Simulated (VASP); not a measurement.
Set up this calculation in VASP 6.6.1, as the native input.

- Task: single point
- Functional: r2SCAN
- Potentials or basis: VASP PAW PBE potentials, release 64 (Si)
- Cutoff: 520 eV
- k mesh: 11 × 11 × 11
- Occupations: fermi-dirac, width 0.05 eV
- Spin: no spin polarisation
- Dipole correction: no
- Further INCAR settings: ALGO = Normal; EDIFF = 1e-06; NBANDS = 11

Crystal: Si.

```
CELL_PARAMETERS angstrom
0.00000 2.72273 2.72273
2.72273 0.00000 2.72273
2.72273 2.72273 0.00000
ATOMIC_POSITIONS crystal
Si 0.50000 0.50000 0.50000
Si 0.75000 0.75000 0.75000
```

These files were run (other wordings do the same):

POSCAR

```
Si
1.0
    0.0000000000      2.7227277380      2.7227277380
    2.7227277380      0.0000000000      2.7227277380
    2.7227277380      2.7227277380      0.0000000000
Si
2
Direct
    0.5000000000      0.5000000000      0.5000000000
    0.7500000000      0.7500000000      0.7500000000
```

INCAR.step1

```
PREC     = Accurate       # precision mode
ENCUT    = 520            # plane-wave cutoff, eV
ISMEAR   = -1             # smearing method
SIGMA    = 0.05           # smearing width, eV
LREAL    = False          # projectors in reciprocal space
LASPH    = True           # aspherical terms in the spheres
NELM     = 80             # most SCF steps
NBANDS   = 11             # bands
GGA      = PE             # functional
ALGO     = Normal         # electronic algorithm
EDIFF    = 1E-4           # SCF threshold, eV
LWAVE    = True           # write WAVECAR
LCHARG   = False          # write CHGCAR
```

INCAR.step2

```
PREC     = Accurate       # precision mode
ENCUT    = 520            # plane-wave cutoff, eV
EDIFF    = 1E-6           # SCF threshold, eV
ISMEAR   = -1             # smearing method
SIGMA    = 0.05           # smearing width, eV
LREAL    = False          # projectors in reciprocal space
LASPH    = True           # aspherical terms in the spheres
NELM     = 80             # most SCF steps
ALGO     = Normal         # electronic algorithm
ISIF     = 2              # what is computed and relaxed
LWAVE    = False          # write WAVECAR
LCHARG   = False          # write CHGCAR
METAGGA  = R2SCAN         # meta-GGA
LMIXTAU  = True         
NBANDS   = 11             # bands
ISTART   = 1
```

KPOINTS

```
Automatic mesh
0
Gamma
  11 11 11
```

Potentials or basis: VASP PAW PBE potentials, release 64 (Si).

Run with:

```console
$ cat potpaw_PBE.64/Si/POTCAR > POTCAR
$ cp INCAR.step1 INCAR
$ mpirun -np 1 vasp_std > vasp.out
$ cp INCAR.step2 INCAR
$ mpirun -np 1 vasp_std > vasp.out
```

Results of the run:

| Quantity | Value |
| --- | --- |
| Pressure | -0.3 GPa |
| Band gap on the k mesh | 0.82 eV, indirect (least direct gap 2.75 eV) |

Caveat: the PAW data sets were made with another functional, which shifts forces and pressure a little.

Run time: 77 s on 1 thread of Intel(R) Xeon(R) Platinum 8259CL CPU @ 2.50GHz (Skylake/Cascade Lake) (shared host), peak memory 0.17 GiB.
